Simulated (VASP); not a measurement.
Write the native input for VASP 6.6.1 that does the following.

| Quantity | Value |
| --- | --- |
| Task | relaxation of cell and atoms |
| Functional | PBE |
| Potentials or basis | VASP PAW PBE potentials, release 64 (Pd) |
| Cutoff | 600 eV |
| k mesh | 14 × 14 × 14 |
| Occupations | fermi-dirac, width 0.1 eV |
| Spin | no spin polarisation |
| Dipole correction | no |
| Further INCAR settings | ALGO = Normal; EDIFF = 1e-06; IBRION = 2; EDIFFG = -0.05; NSW = 80; ISIF = 3 |

The structure of Pd lies in POSCAR:

```
Pd
1.0
    0.0000000000      1.9465000000      1.9465000000
    1.9465000000      0.0000000000      1.9465000000
    1.9465000000      1.9465000000      0.0000000000
Pd
1
Direct
    0.0000000000      0.0000000000      0.0000000000
```

One way to write it, as run:

INCAR

```
SYSTEM = Pd
ALGO = Normal
EDIFF = 1E-6
EDIFFG = -0.05
ENCUT = 600
GGA = PE
IBRION = 2
ISIF = 3
ISMEAR = -1
LASPH = .True.
LCHARG = .False.
LREAL = .False.
LWAVE = .False.
NELM = 60
NSW = 80
PREC = Accurate
SIGMA = 0.1
```

KPOINTS

```
k-points
0
Gamma
  14 14 14
  0 0 0
```

Potentials or basis: VASP PAW PBE potentials, release 64 (Pd).

The run is started by

```bash
$ cat potpaw_PBE.64/Pd/POTCAR > POTCAR
$ mpirun -np 1 vasp_std > vasp.out
```

It gave:

```json
{
  "Relaxed volume": "15.35 Å³/atom",
  "Relaxed cell": "a = 2.789 Å, b = 2.789 Å, c = 2.789 Å, α = 60.00°, β = 60.00°, γ = 60.00°",
  "Space group after relaxing (to 0.05 Å)": "Fm-3m (No. 225)",
  "Energy gained by relaxing": "12.7 meV/atom",
  "Ionic steps": "3",
  "Pressure after relaxing": "-0.1 GPa",
  "Band gap on the k mesh": "zero (band 5 reaches 9.40 eV, above the bottom of band 6 at 7.91 eV)"
}
```

Run time: 33 s on 1 thread of AMD EPYC 7R13 Processor (Zen 3) (shared host), peak memory 0.13 GiB.
